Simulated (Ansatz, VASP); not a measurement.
**One calculation of TaN, two programs**

Contents of POSCAR:

```
TaN
1.0
    0.0000000000      2.0233176238      2.0233176238
    2.0233176238      0.0000000000      2.0233176238
    2.0233176238      2.0233176238      0.0000000000
Ta N
1 1
Direct
    0.0000000000      0.0000000000      0.0000000000
    0.5000000000      0.5000000000      0.5000000000
```

File INCAR.step1:

```
ALGO = Normal
EDIFF = 1E-4
ENCUT = 520
GGA = PE
ISMEAR = -1
LASPH = T
LCHARG = F
LREAL = F
LWAVE = T
NBANDS = 15
NELM = 100
PREC = Accurate
SIGMA = 0.05
```

Contents of INCAR.step2:

```
ALGO = Normal
EDIFF = 1E-6
ENCUT = 520
ISIF = 2
ISMEAR = -1
ISTART = 1
LASPH = T
LCHARG = T
LELF = T
LMIXTAU = T
LREAL = F
LVHAR = T
LWAVE = F
METAGGA = R2SCAN
NBANDS = 15
NELM = 100
PREC = Accurate
SIGMA = 0.05
```

KPOINTS

```
k-points
0
Gamma
  15 15 15
```

Input for Ansatz:

```yaml
crystal:
  lattice:
    - [0.0, 2.0233176238, 2.0233176238]
    - [2.0233176238, 0.0, 2.0233176238]
    - [2.0233176238, 2.0233176238, 0.0]
  atoms:
    - { symbol: Ta, position: [0.0, 0.0, 0.0] }
    - { symbol: "N", position: [0.5, 0.5, 0.5] }
kpoints:
  mp_grid: { grid: [15, 15, 15] }
scf:
  occupations: { method: fermi_dirac, width: 0.05 }
hamiltonian:
  xc: r2scan
  pseudopotentials: { kind: paw }
output:
  forces: true
  stress: true
  eigenvalues: true
  populations: true
```

Change from the starting cell: volume scaled by 0.78, PAW files.

Alike in both runs: task single point; functional r2SCAN; k mesh 15 × 15 × 15; occupations fermi-dirac, width 0.05 eV; no spin polarisation.

|  | VASP | Ansatz |
| --- | --- | --- |
| version | VASP 6.6.1 | Ansatz 0.2.0 |
| potentials or method | VASP PAW PBE potentials, release 64 (Ta_pv, N) | PAW with Ansatz's default frozen-core files, scalar-relativistic |
| plane-wave cutoff (eV) | 520 | 500 |
| valence electrons in the cell | 16 | 18 |

```csv
,VASP,Ansatz,Ansatz less VASP
pressure (GPa),155.1,149.6,-5.47
```

VASP's potentials were made for PBE, not for r2SCAN. Both programs put the cell under a high pressure, so it lies far from rest at this level. VASP's potentials hold 16 valence electrons a cell and Ansatz's 18, so a difference there can come from the potentials and not from the codes.

Neither program's run includes spin-orbit coupling. Noted on VASP's run: the cell as given lies far from equilibrium.
